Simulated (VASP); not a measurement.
A run of VASP 6.6.1 is set up as follows.

POSCAR

```
Ir
1.0
    2.7513778946      0.0000000000      0.0000000000
   -1.3756889473      2.3827631521      0.0000000000
    0.0000000000      0.0000000000      4.4622900000
Ir
2
Direct
    0.3333333333      0.6666666667      0.2500000000
    0.6666666667      0.3333333333      0.7500000000
```

The input INCAR.step1:

```
PREC = Accurate
ENCUT = 520
EDIFF = 1E-5
ISMEAR = -1
SIGMA = 0.05
LREAL = F
LASPH = T
NELM = 80
ALGO = Normal
ISIF = 2
LWAVE = T
LCHARG = F
NBANDS = 16
GGA = PE
```

The input INCAR.step2:

```
PREC = Accurate
ENCUT = 520
EDIFF = 1E-6
ISMEAR = -1
SIGMA = 0.05
LREAL = F
LASPH = T
NELM = 80
ALGO = Normal
ISIF = 2
LWAVE = F
LCHARG = F
GGA = PE
LHFCALC = T
AEXX = 0.25
PRECFOCK = Normal
NBANDS = 16
ISTART = 1
```

The input KPOINTS:

```
regular mesh
0
Gamma
  6 6 3
```

Potentials or basis: VASP PAW PBE potentials, release 64 (Ir).

Run with:

```sh
$ cat potpaw_PBE.64/Ir/POTCAR > POTCAR
$ cp INCAR.step1 INCAR
$ mpirun -np 1 vasp_std > vasp.out
$ cp INCAR.step2 INCAR
$ mpirun -np 1 vasp_std > vasp.out
```

(1) Estimate the pressure.

(2) Estimate the band gap on the k mesh.

Answers

(1) -12.6 GPa.

(2) zero (bands 9 and 10 overlap by 4.54 eV).

Caveat: the k points lie up to 0.47 Å⁻¹ apart, too coarse for converged energies and pressures of a metal; the PAW data sets were made with another functional, which shifts forces and pressure a little; spin-orbit coupling is left out, which moves the levels of the heavy elements.
